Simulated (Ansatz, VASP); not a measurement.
Two plane-wave programs on NaLaMnMoO6

```
Na La Mn Mo O
1.0
     4.97775   -2.88146    0.02055
     4.97775    2.88146    0.02055
    -3.06086    0.00000    4.59785
Na La Mn Mo O
1 1 1 1 6
Direct
  0.99482 0.99482 0.49994
  0.75307 0.75307 0.78825
  0.25016 0.25016 0.19811
  0.49867 0.49867 0.99722
  0.30338 0.30338 0.61396
  0.32902 0.82850 0.87649
  0.19558 0.63630 0.15354
  0.63630 0.19558 0.15354
  0.82850 0.32902 0.87649
  0.71050 0.71050 0.34246
```

Alike in both runs: task single point; functional PBE-based screened hybrid; k mesh 3 × 3 × 3; occupations fermi-dirac, width 0.05 eV; collinear spin.

|  | VASP | Ansatz |
| --- | --- | --- |
| version | VASP 6.6.1 | Ansatz 0.2.0 |
| potentials or method | VASP PAW PBE potentials, release 64 (Na_pv, La, Mn_pv, Mo_sv, O) | Ansatz PAW |
| plane-wave cutoff (eV) | 520 | 420 |
| valence electrons in the cell | 81 | 85 |

|  | VASP | Ansatz | Ansatz less VASP |
| --- | --- | --- | --- |
| gap on the k mesh at the Fermi level (eV) | 2.42 | 2.43 | +0.001 |
| least direct gap on the mesh (eV) | 2.42 | 2.43 | +0.001 |
| pressure (GPa) | -4.1 | -4.5 | -0.38 |
| traceless stress, the component that is largest in VASP (GPa) | -0.23 | -0.22 | +0.012 |
| rms of the force components (eV/Å) | 0.369 | 0.390 | +0.0209 |
| net moment per atom (μB) | 0.50 | 0.50 | 0.000 |
| size of the moment on the site where the two differ most (μB) | 4.55 | 4.11 | -0.439 |

VASP's potentials were made for PBE, not for PBE-based screened hybrid. Site moments also hang on the region over which each program counts them. Atom by atom the forces differ by 0.027 eV/Å (rms over components). VASP's potentials hold 81 valence electrons a cell and Ansatz's 85, so a difference there can come from the potentials and not from the codes.

The k mesh is coarse, so the values compare programs but aren't converged. Spin-orbit coupling is off throughout. Noted on Ansatz's run: the magnetic or orbital state may not be the lowest; odd divisions of the mesh miss points on the zone boundary, where band edges often lie, so the gap on the mesh can be too wide.
